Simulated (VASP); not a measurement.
## PbSe: relaxation of cell and atoms with r2SCAN

The system is PbSe.

```
Pb Se
1.0
     2.15488   -6.13395    0.00000
     2.15488    6.13395    0.00000
     0.00000    0.00000    4.45049
Pb Se
2 2
Direct
  0.63176 0.36824 0.75000
  0.36824 0.63176 0.25000
  0.86129 0.13871 0.75000
  0.13871 0.86129 0.25000
```

```json
{
  "Program": "VASP 6.6.1",
  "Task": "relaxation of cell and atoms",
  "Functional": "r2SCAN",
  "Potentials or basis": "VASP PAW PBE potentials, release 64 (Pb_d, Se)",
  "Cutoff": "600 eV",
  "k mesh": "6 × 6 × 4",
  "Occupations": "gaussian, width 0.01 eV",
  "Spin": "no spin polarisation",
  "Dipole correction": "no",
  "Further INCAR settings": "ALGO = Normal; EDIFF = 1e-07; IBRION = 2; EDIFFG = -0.01; NSW = 50; ISIF = 3"
}
```

```
Relaxed volume                        : 29.39 Å³/atom
Relaxed cell                          : a = 6.494 Å, b = 6.494 Å, c = 4.451 Å, α = 90.00°, β = 90.00°, γ = 141.23°
Space group after relaxing (to 0.1 Å) : Cmcm (No. 63)
Energy gained by relaxing             : 0.0 meV/atom
Ionic steps                           : 2
Pressure after relaxing               : 0.0 GPa
Largest force after relaxing          : 0.010 eV/Å
Band gap on the k mesh                : 1.45 eV (least direct gap 1.80 eV)
```

Forces in eV/Å, atoms in the order of the input:
```
Pb   0.000  0.010  0.000
Pb   0.000 -0.010  0.000
Se   0.000  0.007  0.000
Se   0.000 -0.007  0.000
```

The path:
```csv
step,energy change (eV),largest force (eV/Å),pressure (GPa),volume (Å³)
1,0.0000,0.0270,-0.03,117.65
2,-0.0001,0.0098,0.03,117.56
```

Final structure:
```
Pb Se
1.0
     2.15557   -6.12597    0.00000
     2.15557    6.12597    0.00000
     0.00000    0.00000    4.45127
Pb Se
2 2
Direct
  0.63180 0.36820 0.75000
  0.36820 0.63180 0.25000
  0.86118 0.13882 0.75000
  0.13882 0.86118 0.25000
```

Levels at points of the mesh, in eV from the valence-band top:
| k point | band 17 | band 18 | band 19 | band 20 | band 21 | band 22 | band 23 | band 24 |
| --- | --- | --- | --- | --- | --- | --- | --- | --- |
| (0.00, 0.00, 0.00) | -2.22 | -1.58 | -1.33 | -0.41 | 4.90 | 4.93 | 5.07 | 5.74 |
| (0.50, 0.00, 0.00) | -1.24 | -0.96 | -0.43 | -0.18 | 1.92 | 1.96 | 2.17 | 3.07 |
| (0.50, 0.50, 0.00) | -1.84 | -1.76 | -1.14 | -0.55 | 1.45 | 4.66 | 4.92 | 5.07 |
| (0.00, 0.00, 0.50) | -0.93 | -0.93 | 0.00 | 0.00 | 1.91 | 1.91 | 2.69 | 2.69 |
| (0.50, 0.00, 0.50) | -3.08 | -3.08 | -1.32 | -1.32 | 3.56 | 3.56 | 5.88 | 5.88 |
| (0.50, 0.50, 0.50) | -1.03 | -1.03 | -0.30 | -0.30 | 1.70 | 1.70 | 3.14 | 3.14 |

Run time: 22 min on 1 thread of Oxide Virtual Turin-like Processor (shared host), peak memory 0.39 GiB.

Caveat: the PAW data sets were made with another functional, which shifts forces and pressure a little; spin-orbit coupling is left out, which moves the levels of the heavy elements. A k mesh can miss the band edges.
